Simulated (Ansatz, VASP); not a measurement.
# ZnS: VASP beside Ansatz

Contents of INCAR:

```
SYSTEM = ZnS
PREC = Accurate
ENCUT = 520
EDIFF = 1E-6
ISMEAR = 0
SIGMA = 0.01
LREAL = .FALSE.
LASPH = .TRUE.
NELM = 60
ALGO = Normal
ISIF = 2
LWAVE = .FALSE.
LCHARG = .FALSE.
GGA = PS
NBANDS = 26
```

Contents of KPOINTS:

```
regular mesh
0
G
  6 6 4
  0 0 0
```

POSCAR

```
ZnS
1.0
    3.8193938850      0.0000000000      0.0000000000
   -1.9096969425      3.3076921315      0.0000000000
    0.0000000000      0.0000000000      6.1685253392
Zn S
2 2
Direct
    0.3333333333      0.6666666667      0.0039114276
    0.6666666667      0.3333333333      0.5039114276
    0.3333333333      0.6666666667      0.3810885724
    0.6666666667      0.3333333333      0.8810885724
```

Input for Ansatz:

```yaml
crystal:
  lattice:
    - [3.81939388502, 0.0, 0.0]
    - [-1.90969694251, 3.30769213148, 0.0]
    - [0.0, 0.0, 6.16852533916]
  atoms:
    - { symbol: Zn, position: [0.333333333333, 0.666666666667, 0.003911427626] }
    - { symbol: Zn, position: [0.666666666667, 0.333333333333, 0.503911427626] }
    - { symbol: S, position: [0.333333333333, 0.666666666667, 0.381088572374] }
    - { symbol: S, position: [0.666666666667, 0.333333333333, 0.881088572374] }
kpoints:
  mp_grid: { grid: [6, 6, 4] }
scf:
  occupations: { method: fixed }
  convergence: { dr2_threshold: 1.0e-10 }
hamiltonian:
  xc: pbesol
  pseudopotentials: { kind: all_electron, lapw: { basis_error: 0.0005 } }
output:
  forces: true
  stress: true
  eigenstates:
    kpoints:
      - [0.0, 0.0, 0.0]
      - [0.0, 0.0, -0.5]
      - [-0.5, 0.0, 0.0]
      - [-0.5, 0.5, 0.0]
      - [0.0, -0.5, 0.0]
      - [-0.5, 0.0, -0.5]
      - [-0.5, 0.5, -0.5]
      - [0.0, -0.5, -0.5]
  eigenvalues: true
```

Change from the starting cell: film at in-plane strain +0.01.

Alike in both runs: task single point; functional PBEsol; k mesh 6 × 6 × 4; no spin polarisation.

```csv
,VASP,Ansatz
version,VASP 6.6.1,Ansatz 0.2.0
potentials or method,"VASP PAW PBE potentials, release 64 (Zn, S), cutoff 520 eV","all-electron LAPW, scalar-relativistic"
occupations,"gaussian, width 0.01 eV",fixed
```

VASP gave:

```
gap on the k mesh at the Fermi level (eV)                     : 2.14
pressure (GPa)                                                : -0.8
traceless stress, the component that is largest in VASP (GPa) : 1.01
```

**Question.** Which values does Ansatz return?

**Answer.** gap on the k mesh at the Fermi level (eV): 2.14; pressure (GPa): -1.0; traceless stress, the component that is largest in VASP (GPa): 1.00.

VASP's potentials were made for PBE, not for PBEsol. Ansatz ran all-electron here, and VASP with PAW potentials.
